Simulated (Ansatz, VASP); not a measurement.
# ReSbC3: VASP beside Ansatz

INCAR

```
PREC = Accurate
ENCUT = 600
EDIFF = 1E-6
ISMEAR = 0
SIGMA = 0.1
LREAL = F
LASPH = T
NELM = 100
ALGO = Normal
ISIF = 3
LWAVE = F
LCHARG = F
GGA = PE
IBRION = 2
NSW = 100
EDIFFG = -0.01
```

Contents of KPOINTS:

```
regular mesh
0
Gamma
  10 10 10
```

Contents of POSCAR:

```
ReSbC3
1.0
    4.0803888020      0.0000000000      0.0000000000
    0.0000000000      4.0803888020      0.0000000000
    0.0000000000      0.0000000000      4.0803888020
Re Sb C
1 1 3
Direct
    0.5000000000      0.5000000000      0.5000000000
    0.0000000000      0.0000000000      0.0000000000
    0.0000000000      0.5000000000      0.5000000000
    0.5000000000      0.0000000000      0.5000000000
    0.5000000000      0.5000000000      0.0000000000
```

Input for Ansatz:

```yaml
crystal:
  lattice:
    - [4.080388802, 0.0, 0.0]
    - [0.0, 4.080388802, 0.0]
    - [0.0, 0.0, 4.080388802]
  atoms:
    - { symbol: Re, position: [0.5, 0.5, 0.5] }
    - { symbol: Sb, position: [0.0, 0.0, 0.0] }
    - { symbol: C, position: [0.0, 0.5, 0.5] }
    - { symbol: C, position: [0.5, 0.0, 0.5] }
    - { symbol: C, position: [0.5, 0.5, 0.0] }
basis:
  ecutwfc: 420
kpoints:
  mp_grid: { grid: [10, 10, 10] }
hamiltonian:
  xc: pbe
scf:
  occupations: { method: gaussian, width: 0.1 }
output:
  forces: true
  stress: true
  eigenvalues: true
  write_density: true
  write_potential: true
  elf: true
  volumetric_format: npy
relax:
  adjacent_minimum: "off"
  f_tol: 0.01
  max_steps: 80
  cell: { stress_tol: 0.05 }
```

Change from the starting cell: species swapped into the ErBRh3 type (Pm-3m, No. 221).

Alike in both runs: task relaxation of cell and atoms; functional PBE; k mesh 10 × 10 × 10; occupations gaussian, width 0.1 eV; no spin polarisation.

|  | VASP | Ansatz |
| --- | --- | --- |
| version | VASP 6.6.1 | Ansatz 0.2.0 |
| potentials or method | VASP PAW PBE potentials, release 64 (Re, Sb, C), cutoff 600 eV | scalar-relativistic, plane waves, PAW |
| valence electrons in the cell | 24 | 42 |

|  | VASP | Ansatz | Ansatz less VASP |
| --- | --- | --- | --- |
| gap on the k mesh at the Fermi level, each at its own relaxed structure (eV) | none | none | - |
| relaxed volume (Å³/atom) | 13.64 | 13.56 | -0.074 |
| relaxed cell length with the largest relative difference (Å) | 4.085 | 4.078 | -0.0074 |

A gap of «none» marks a metal or a gap that the smearing closes. VASP's potentials hold 24 valence electrons a cell and Ansatz's 42, so a difference there can come from the potentials and not from the codes.

Neither program's run includes spin-orbit coupling.
